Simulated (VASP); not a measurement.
# Ni (P6/mmm) in VASP: notebook

Runs on Ni. Level: PBEsol. Tasks: relaxation of cell and atoms, single point.

All numbers are computed with VASP 6.6.1; they aren't measurements. Logs are shortened: lines on timing, memory, paths and dates and some standing lists are left out, and cuts for length are marked.

### Step 1. The cell of the first run

The structure is hexagonal, space group P6/mmm (No. 191). Conventional cell: a = 3.954 Å, b = 3.954 Å, c = 2.424 Å, α = 90.00°, β = 90.00°, γ = 120.00°. Ni (site symmetry 6/mmm) has 14 Ni at 2.42 to 2.58 Å within 3.2 Å. Ni (site symmetry -6m2) has 11 Ni at 2.28 to 2.58 Å within 3.0 Å.

This isn't the form of Ni at room conditions, which is fcc.

### Step 2. Relaxation of cell and atoms, PBEsol

INCAR reads:

```
ALGO = Normal
EDIFF = 1E-6
EDIFFG = -0.01
ENCUT = 600
GGA = PS
IBRION = 2
ISIF = 3
ISMEAR = -1
LASPH = True
LCHARG = False
LREAL = False
LWAVE = False
NELM = 100
NSW = 80
PREC = Accurate
SIGMA = 0.1
```

KPOINTS reads:

```
k-points
0
Gamma
  9 9 13
```

POSCAR reads:

```
Ni
1.0
    3.9540713024      0.0000000000      0.0000000000
   -1.9770356512      3.4243261962      0.0000000000
    0.0000000000      0.0000000000      2.4238457083
Ni
3
Direct
    0.0000000000      0.0000000000      0.0000000000
    0.3333333333      0.6666666667      0.5000000000
    0.6666666667      0.3333333333      0.5000000000
```

Potentials or basis: VASP PAW PBE potentials, release 64 (Ni).

Command:

```
cat potpaw_PBE.64/Ni/POTCAR > POTCAR
mpirun -np 1 vasp_std > vasp.out
```

OUTCAR:

```text
EDIFF = 1E-6
   EDIFFG = -0.01
   ENCUT = 600
   GGA = PS
   IBRION = 2
   ISIF = 3
   ISMEAR = -1
   LASPH = True
   LREAL = False
   NELM = 100
   NSW = 80
   PREC = Accurate

 ion  position               nearest neighbor table
   1  0.000  0.000  0.000-   2 2.58   3 2.58   2 2.58   3 2.58   2 2.58   2 2.58   3 2.58   3 2.58
                             3 2.58   3 2.58   2 2.58   2 2.58
   2  0.333  0.667  0.500-   3 2.28   3 2.28   3 2.28   1 2.58   1 2.58   1 2.58   1 2.58   1 2.58
                             1 2.58
   3  0.667  0.333  0.500-   2 2.28   2 2.28   2 2.28   1 2.58   1 2.58   1 2.58   1 2.58   1 2.58
                             1 2.58

  LATTYP: Found a hexagonal cell.
 ALAT       =     3.9540713024
 C/A-ratio  =     0.6130000000

  Lattice vectors:

 A1 = (   3.9540713024,   0.0000000000,   0.0000000000)
 A2 = (  -1.9770356512,   3.4243261962,   0.0000000000)
 A3 = (   0.0000000000,   0.0000000000,   2.4238457083)

Analysis of symmetry for initial positions (statically):
=====================================================================
 Subroutine PRICEL returns:
 Original cell was already a primitive cell.

 Routine SETGRP: Setting up the symmetry group for a
 hexagonal supercell.

 Subroutine GETGRP returns: Found 24 space group operations
 (whereof 24 operations were pure point group operations)
 out of a pool of 24 trial point group operations.

The static configuration has the point symmetry D_6h.

Analysis of symmetry for dynamics (positions and initial velocities):
=====================================================================
 Subroutine PRICEL returns:
 Original cell was already a primitive cell.

 Routine SETGRP: Setting up the symmetry group for a
 hexagonal supercell.

 Subroutine GETGRP returns: Found 24 space group operations
 (whereof 24 operations were pure point group operations)
 out of a pool of 24 trial point group operations.

The dynamic configuration has the point symmetry D_6h.

 Subroutine INISYM returns: Found 24 space group operations
 (whereof 24 operations are pure point group operations),
 and found     1 'primitive' translations

----------------------------------------------------------------------------------------

                                     Primitive cell

  volume of cell :      32.8189

  direct lattice vectors                    reciprocal lattice vectors
     3.954071302  0.000000000  0.000000000     0.252903887  0.146014127  0.000000000
    -1.977035651  3.424326196  0.000000000     0.000000000  0.292028254  0.000000000
     0.000000000  0.000000000  2.423845708     0.000000000  0.000000000  0.412567515

  length of vectors
     3.954071302  3.954071302  2.423845708     0.292028254  0.292028254  0.412567515

  position of ions in fractional coordinates (direct lattice)
     0.000000000  0.000000000  0.000000000
     0.333333333  0.666666667  0.500000000
     0.666666667  0.333333333  0.500000000

  ion indices of the primitive-cell ions
   primitive index   ion index
                 1           1
                 2           2
                 3           3

----------------------------------------------------------------------------------------

 KPOINTS: k-points

Automatic generation of k-mesh.
 Grid dimensions read from file:
 generate k-points for:    9    9   13

 Generating k-lattice:

  Cartesian coordinates                     Fractional coordinates (reciprocal lattice)
     0.028100432  0.016223792  0.000000000     0.111111111  0.000000000  0.000000000
     0.000000000  0.032447584  0.000000000     0.000000000  0.111111111  0.000000000
     0.000000000  0.000000000  0.031735963     0.000000000  0.000000000  0.076923077

  Length of vectors
     0.032447584  0.032447584  0.031735963

  Shift w.r.t. Gamma in fractional coordinates (k-lattice)
     0.000000000  0.000000000  0.000000000

 Subroutine IBZKPT returns following result:
 ===========================================

 Found     84 irreducible k-points:

 Following reciprocal coordinates:
            Coordinates               Weight
  0.000000  0.000000  0.000000      1.000000
  0.111111  0.000000  0.000000      6.000000
  0.222222  0.000000  0.000000      6.000000
  0.333333  0.000000  0.000000      6.000000
  0.444444  0.000000  0.000000      6.000000
  0.111111  0.111111  0.000000      6.000000
[... 16 lines left out ...]
  0.333333  0.222222  0.076923     24.000000
  0.333333  0.333333  0.076923      4.000000
 [... further k-points ...]
   k-points           NKPTS =     84   k-points in BZ     NKDIM =     84   number of bands    NBANDS=     19
   number of dos      NEDOS =    301   number of ions     NIONS =      3
   total plane-waves  NPLWV =  20480
   dimension x,y,z NGX =    32 NGY =   32 NGZ =   20
   dimension x,y,z NGXF=    64 NGYF=   64 NGZF=   40
   ions per type =               3
   NGX,Y,Z   is equivalent  to a cutoff of  13.45, 13.45, 13.72 a.u.
   NGXF,Y,Z  is equivalent  to a cutoff of  26.91, 26.91, 27.44 a.u.
 SYSTEM =  unknown system
   PREC   = accura    normal or accurate (medium, high low for compatibility)
   ISTART =      0    job   : 0-new  1-cont  2-samecut
   ICHARG =      2    charge: 1-file 2-atom 10-const
   ISPIN  =      1    spin polarized calculation?
   LNONCOLLINEAR =      F non collinear calculations
   LSORBIT =      F    spin-orbit coupling
   LASPH  =      T    aspherical Exc in radial PAW
   ENCUT  =  600.0 eV  44.10 Ry    6.64 a.u.   7.90  7.90  4.84*2*pi/ulx,y,z
   NELM   =    100;   NELMIN=  2; NELMDL= -5     # of ELM steps
   EDIFF  = 0.1E-05   stopping-criterion for ELM
   LREAL  =      F    real-space projection
   EDIFFG = -.1E-01   stopping-criterion for IOM
   NSW    =     80    number of steps for IOM
   IBRION =      2    ionic relax: 0-MD 1-quasi-New 2-CG
   NFREE  =      1    steps in history (QN), initial steepest desc. (CG)
   ISIF   =      3    stress and relaxation
   ISYM   =      2    0-nonsym 1-usesym 2-fastsym
   POTIM  = 0.5000    time-step for ionic-motion
   TEBEG  =    0.0;   TEEND  =   0.0 temperature during run
   PSTRESS=    0.0 pullay stress
   NELECT =      30.0000    total number of electrons
   NUPDOWN=      -1.0000    fix difference up-down
   EMIN   =  10.00;   EMAX   =-10.00  energy-range for DOS
   EFERMI =   0.00;   METHOD = LEGACY
   ISMEAR =    -1;   SIGMA  =   0.10  broadening in eV -4-tet -1-fermi 0-gaus
   EFERMI_NEDOS =   21; number of points for ismear=-14 and -15
   IALGO  =     38    algorithm
   IMIX   =      4    mixing-type and parameters
     AMIX     =   0.40;   BMIX     =  1.00
     AMIX_MAG =   1.60;   BMIX_MAG =  1.00
  volume/ion in A,a.u.               =      10.94        73.82
  Fermi-wavevector in a.u.,A,eV,Ry     =   1.588816  3.002428 34.345698  2.524338
  Thomas-Fermi vector in A             =   2.687762
   LORBIT       =      0    0 simple, 1 ext, 2 COOP (PROOUT), +10 PAW based schemes
   GGA     = PS    functional components
   LHFCALC =     F    Hartree Fock is set to
   AEXX    =    0.0000 exact exchange contribution
   IVDW    =     0    specifies the selected vdW correction
   LEPSILON=     F    determine dielectric tensor
   LRPA    =     F    only Hartree local field effects (RPA)
 conjugate gradient relaxation of ions
 non-spin polarized calculation
  energy-cutoff  :      600.00
  volume of cell :       32.82
 maximum number of plane-waves:      1110
 NGX is ok and might be reduce to    32
   NGX = 15   NGY = 15   NGZ =  9

--------------------------------------- Ionic step        1  -------------------------------------------

 number of electron      30.0000011 magnetization

 Free energy of the ion-electron system (eV)
  ---------------------------------------------------
  ext. energy  EPLUGINS =         0.00000000
  ---------------------------------------------------
  free energy    TOTEN  =       -18.00713060 eV

  energy without entropy =      -17.74171827  energy(sigma->0) =      -17.87442443

------------------------ aborting loop because EDIFF is reached ----------------------------------------

  FORCE on cell =-STRESS in cart. coord.  units (eV):
  Direction    XX          YY          ZZ          XY          YZ          ZX
  --------------------------------------------------------------------------------------
  -------------------------------------------------------------------------------------
  Total       -1.0986043     -1.0986043     -2.2606552      0.0000000      0.0000000      0.0000000
  in kB      -53.6324053    -53.6324053   -110.3621913      0.0000000      0.0000000      0.0000000
  external PRESSURE =     -72.5423340 kB  Pullay stress =       0.0000000 kB

 VOLUME and BASIS-vectors are now :
 -----------------------------------------------------------------------------
  energy-cutoff  :      600.00
  volume of cell :       32.82
      direct lattice vectors                 reciprocal lattice vectors
     3.954071302  0.000000000  0.000000000     0.252903887  0.146014127  0.000000000
    -1.977035651  3.424326196  0.000000000     0.000000000  0.292028254  0.000000000
     0.000000000  0.000000000  2.423845708     0.000000000  0.000000000  0.412567515

 POSITION                                       TOTAL-FORCE (eV/Angst)
 -----------------------------------------------------------------------------------
      0.00000      0.00000      0.00000        -0.000000      0.000000      0.000000
     -0.00000      2.28288      1.21192         0.000000      0.000000      0.000000
      1.97704      1.14144      1.21192        -0.000000      0.000000      0.000000
 -----------------------------------------------------------------------------------
    total drift:                               -0.000000      0.000000     -0.000000

  FREE ENERGIE OF THE ION-ELECTRON SYSTEM (eV)
  ---------------------------------------------------
  free  energy   TOTEN  =       -18.0071305987 eV

  energy  without entropy=      -17.7417182698  energy(sigma->0) =      -17.87442443

--------------------------------------- Ionic step        2  -------------------------------------------

 number of electron      29.9999992 magnetization

 E-fermi :  10.0337     XC(G=0): -13.8288

 val. band max:       10.0320901541   @ k =   0.4444   0.1111   0.2308
 cond. band min:      10.0346034356   @ k =   0.3333   0.1111   0.2308
 fundamental gap:      0.0025132815
 Fermi energy:        10.0336935524

 k-point     1 :       0.0000    0.0000    0.0000
  band No.  band energies     occupation
      1       0.6418      2.00000
      2       5.7628      2.00000
      3       7.0077      2.00000
      4       7.0077      2.00000
      5       7.0231      2.00000
      6       7.0231      2.00000
[... 11 lines left out ...]
     18      16.6459      0.00000
     19      16.6606      0.00000
[... 602 lines left out ...]
 POSITION                                       TOTAL-FORCE (eV/Angst)
 -----------------------------------------------------------------------------------
      1.96576      3.40479      0.00000        -0.000000     -0.000000      0.000000
     -0.00000      2.26986      1.18078         0.000000      0.000000      0.000000
      1.96576      1.13493      1.18078         0.000000     -0.000000     -0.000000
 -----------------------------------------------------------------------------------
    total drift:                                0.000000     -0.000000     -0.000000

  FREE ENERGIE OF THE ION-ELECTRON SYSTEM (eV)
  ---------------------------------------------------
  free  energy   TOTEN  =       -18.0436085185 eV

  energy  without entropy=      -17.7904228700  energy(sigma->0) =      -17.91701569

--------------------------------------- Ionic step        5  -------------------------------------------

 number of electron      29.9999995 magnetization

 Free energy of the ion-electron system (eV)
  ---------------------------------------------------
  ext. energy  EPLUGINS =         0.00000000
  ---------------------------------------------------
  free energy    TOTEN  =       -18.04362342 eV

  energy without entropy =      -17.79035412  energy(sigma->0) =      -17.91698877

 E-fermi :   9.5073     XC(G=0): -13.6168

 val. band max:        9.5058857699   @ k =   0.4444   0.1111   0.0769
 cond. band min:       9.5074867249   @ k =   0.3333   0.3333   0.3846
 fundamental gap:      0.0016009550
 Fermi energy:         9.5072939942

 k-point     1 :       0.0000    0.0000    0.0000
  band No.  band energies     occupation
      1       0.3710      2.00000
      2       5.4430      2.00000
      3       6.6279      2.00000
      4       6.6279      2.00000
      5       6.6457      2.00000
      6       6.6457      2.00000
[... 11 lines left out ...]
     18      15.9494      0.00000
     19      15.9628      0.00000
[... 528 lines left out ...]
 POSITION                                       TOTAL-FORCE (eV/Angst)
 -----------------------------------------------------------------------------------
     -0.00000      0.00000      0.00000         0.000000     -0.000000      0.000000
     -0.00000      2.26919      1.18129         0.000000      0.000000      0.000000
      1.96518      1.13460      1.18129        -0.000000     -0.000000      0.000000
 -----------------------------------------------------------------------------------
    total drift:                               -0.000000      0.000000     -0.000000

  FREE ENERGIE OF THE ION-ELECTRON SYSTEM (eV)
  ---------------------------------------------------
  free  energy   TOTEN  =       -18.0436234235 eV

  energy  without entropy=      -17.7903541159  energy(sigma->0) =      -17.91698877

 reached required accuracy - stopping structural energy minimisation
```

Run time: 67 s. Hardware: 1 thread of Intel Xeon 6975P-C (Granite Rapids), shared host; peak memory 0.19 GiB.

Results:

```
Free energy                           : -18.0436 eV
Relaxed volume                        : 10.54 Å³/atom
Relaxed cell                          : a = 3.930 Å, b = 3.930 Å, c = 2.363 Å, α = 90.00°, β = 90.00°, γ = 120.00°
Space group after relaxing (to 0.1 Å) : P6/mmm (No. 191)
Energy gained by relaxing             : 12.2 meV/atom
Ionic steps                           : 5
Pressure after relaxing               : 0.1 GPa
Band gap on the k mesh                : zero (bands 15 and 16 overlap by 0.58 eV)
```

The path:
| step | energy change (eV) | largest force (eV/Å) | pressure (GPa) | volume (Å³) |
| --- | --- | --- | --- | --- |
| 1 | 0.0000 | 0.0000 | -7.25 | 32.82 |
| 2 | -0.0086 | 0.0000 | 8.58 | 30.52 |
| 3 | -0.0344 | 0.0000 | 0.50 | 31.54 |
| 4 | -0.0365 | 0.0000 | 0.09 | 31.61 |
| 5 | -0.0365 | 0.0000 | 0.07 | 31.61 |

Final structure:
```yaml
crystal:
  lattice:
    - [3.93036, 0.00000, 0.00000]
    - [-1.96518, 3.40379, 0.00000]
    - [0.00000, 0.00000, 2.36259]
  atoms:
    - { symbol: Ni, position: [0.00000, 0.00000, 0.00000] }
    - { symbol: Ni, position: [0.33333, 0.66667, 0.50000] }
    - { symbol: Ni, position: [0.66667, 0.33333, 0.50000] }
```

Caveat: the PAW data sets were made with another functional, which shifts forces and pressure a little; the run has no spin polarisation, though such a crystal can be magnetic.

### Step 3. Single point, PBEsol, collinear spin, ferromagnetic start (11.02 Å³/atom)

This run uses another cell than the first one, of 11.02 Å³/atom.

INCAR reads:

```
  ALGO = Normal
  EDIFF = 1E-7
  ENCUT = 520
  GGA = PS
  ISIF = 2
  ISMEAR = -1
  ISPIN = 2
  LASPH = T
  LCHARG = T
  LELF = T
  LMAXMIX = 4
  LORBIT = 11
  LREAL = F
  LVHAR = T
  LWAVE = F
  MAGMOM = 0.623 0.671 0.671
  NBANDS = 26
  NELM = 150
  PREC = Accurate
  SIGMA = 0.05
```

KPOINTS reads:

```
k-points
0
Gamma
  10 10 15
```

POSCAR reads:

```
Ni
1.0
    3.9794464868      0.0000000000      0.0000000000
   -1.9897232434      3.4463017506      0.0000000000
    0.0000000000      0.0000000000      2.4099376516
Ni
3
Direct
    1.0000000000      1.0000000000      0.0000000000
    0.3333333333      0.6666666667      0.5000000000
    0.6666666667      0.3333333333      0.5000000000
```

Potentials or basis: VASP PAW PBE potentials, release 64 (Ni).

Command:

```
cat potpaw_PBE.64/Ni/POTCAR > POTCAR
mpirun -np 1 vasp_std > vasp.out
```

Wall time 1.9 min (1 thread of Intel Xeon 6975P-C (Granite Rapids), shared host); peak memory 0.24 GiB.

Results (log left out):

| Property | Result |
| --- | --- |
| Free energy | -18.0000 eV |
| Pressure | -7.8 GPa |
| Net moment | 1.87 μB per cell |
| Site moments | Ni +0.60, +0.65 (each value once) μB |
| Valence electrons inside the program's atomic spheres | Ni 9.25, 9.34 (each value once) |

Stress tensor (GPa, compression positive):
```
-7.88  0.00  0.00
 0.00 -7.88  0.00
 0.00  0.00 -7.55
```

Levels at points of the mesh, in eV from the Fermi level:
Spin up:
```
           k point  band 14  band 15  band 16  band 17  band 18  band 19
(0.00, 0.00, 0.00)    -1.49    -0.43    -0.43     6.00     6.00     6.03
(0.50, 0.00, 0.00)    -0.73    -0.68    -0.66    -0.46     0.07     6.14
```
Spin down:
```
           k point  band 10  band 11  band 12  band 13  band 14  band 15  band 16  band 17  band 18  band 19
(0.00, 0.00, 0.00)    -1.38    -0.86    -0.86    -0.83    -0.83     0.27     0.27     6.27     6.27     6.28
(0.50, 0.00, 0.00)    -0.76    -0.74    -0.26    -0.04    -0.02     0.00     0.05     0.08     0.30     6.52
```

Caveat: the cell stands under tension; the PAW data sets were made with another functional, which shifts forces and pressure a little.

[end of part 1 of 2]
